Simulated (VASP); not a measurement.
MgH5W:

```xyz
7
Lattice="3.5204 0.0000 0.0000 -1.7602 3.0488 0.0000 0.0000 0.0000 6.6511" Properties=species:S:1:pos:R:3 pbc="T T T"
Mg    0.0000    0.0000    3.3256
H     1.7602    0.0000    0.0000
H    -0.8801    1.5244    0.0000
H     0.8801    1.5244    0.0000
H     0.0000    0.0000    5.0474
H     0.0000    0.0000    1.6037
W     0.0000    0.0000    0.0000
```

```yaml
Program: VASP 6.6.1
Task: relaxation of cell and atoms
Functional: PBE
Potentials_or_basis: VASP PAW PBE potentials, release 64 (Mg, H, W_sv)
Cutoff: 600 eV
k_mesh: 6 × 6 × 4
Occupations: gaussian, width 0.1 eV
Spin: no spin polarisation
```

At the start: pressure 13.7 GPa; volume 10.20 Å³/atom.

Task: How do energy, volume and symmetry change on relaxing?

Result: Over 8 steps the energy falls by 92.3 meV/atom and the volume is 11.73 Å³/atom (+15.0 %); space group P6/mmm (No. 191, to 0.05 Å).

The path:
```csv
step,energy change (eV),largest force (eV/Å),pressure (GPa),volume (Å³)
1,0.0000,2.6181,13.73,71.39
2,-0.5249,1.3162,0.22,80.73
3,-0.5722,0.6876,2.66,78.24
4,-0.6262,0.3473,0.74,80.67
5,-0.6382,0.1146,-0.62,82.68
6,-0.6439,0.0267,-0.23,82.30
7,-0.6456,0.0540,0.17,81.96
8,-0.6460,0.0173,0.03,82.10
```

Final structure:
```
CELL_PARAMETERS angstrom
3.60921 0.00000 0.00000
-1.80461 3.12567 0.00000
0.00000 0.00000 7.27720
ATOMIC_POSITIONS crystal
Mg 0.00000 0.00000 0.50000
H 0.50000 0.00000 0.00000
H 0.00000 0.50000 0.00000
H 0.50000 0.50000 0.00000
H 0.00000 0.00000 0.75309
H 0.00000 0.00000 0.24691
W 0.00000 0.00000 0.00000
```

Caveat: the volume moved by over 15 % at a fixed basis, so the end points are rough.
